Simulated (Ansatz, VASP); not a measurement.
Given: the input of a run of Ansatz 0.2.0 on Na.

The input input.yaml:

```yaml
crystal:
  lattice:
    - [-2.1594570717, 2.1814487098, 2.1320622546]
    - [2.2399029416, -2.1315891092, 2.1626485239]
    - [2.1648450534, 2.136978104, -2.082202654]
  atoms:
    - { symbol: Na, position: [0.0, 0.0, 0.0] }
kpoints:
  mp_grid: { grid: [9, 9, 9] }
scf:
  occupations: { method: gaussian, width: 0.01 }
hamiltonian:
  xc: lda
  pseudopotentials: { kind: all_electron, lapw: { basis_error: 0.001 } }
output:
  forces: true
  stress: true
  eigenvalues: true
```

Potentials or basis: all-electron LAPW, scalar-relativistic.

Launch:

```sh
$ ansatz run input.yaml --threads 1 --pin off --max-ram 3072MiB --backend cpu --events-out ev --progress --plain --runs-dir out
```

Set up the same calculation for VASP 6.6.1. Potentials there: VASP PAW LDA potentials, release 64 (Na_pv).

As run (the cutoff follows the program's own potentials):

File INCAR:

```
  PREC = Accurate
  ENCUT = 520
  EDIFF = 1E-7
  ISMEAR = 0
  SIGMA = 0.01
  LREAL = F
  LASPH = T
  NELM = 60
  ALGO = Fast
  ISIF = 2
  LWAVE = F
  LCHARG = T
  GGA = CA
  LELF = T
  LVHAR = T
  NBANDS = 10
```

KPOINTS

```
regular mesh
0
Gamma
  9 9 9
```

File POSCAR:

```
Na
1.0
   -2.1594570717      2.1814487098      2.1320622546
    2.2399029416     -2.1315891092      2.1626485239
    2.1648450534      2.1369781040     -2.0822026540
Na
1
Direct
    0.0000000000      0.0000000000      0.0000000000
```

Potentials or basis: VASP PAW LDA potentials, release 64 (Na_pv).

Launch:

```bash
$ cat potpaw_LDA.64/Na_pv/POTCAR > POTCAR
$ mpirun -np 1 vasp_std > vasp.out
```

Both were run:

|  | VASP | Ansatz | Ansatz less VASP |
| --- | --- | --- | --- |
| gap on the k mesh at the Fermi level (eV) | none | none | - |
| pressure (GPa) | -1.3 | -1.3 | +0.02 |
| traceless stress, the component that is largest in VASP (GPa) | -0.18 | -0.18 | 0.000 |

LDA's correlation is that of Perdew and Zunger in VASP and of Perdew and Wang (1992) in Ansatz. A gap of «none» marks a metal or a gap that the smearing closes. Ansatz ran all-electron here, and VASP with PAW potentials.
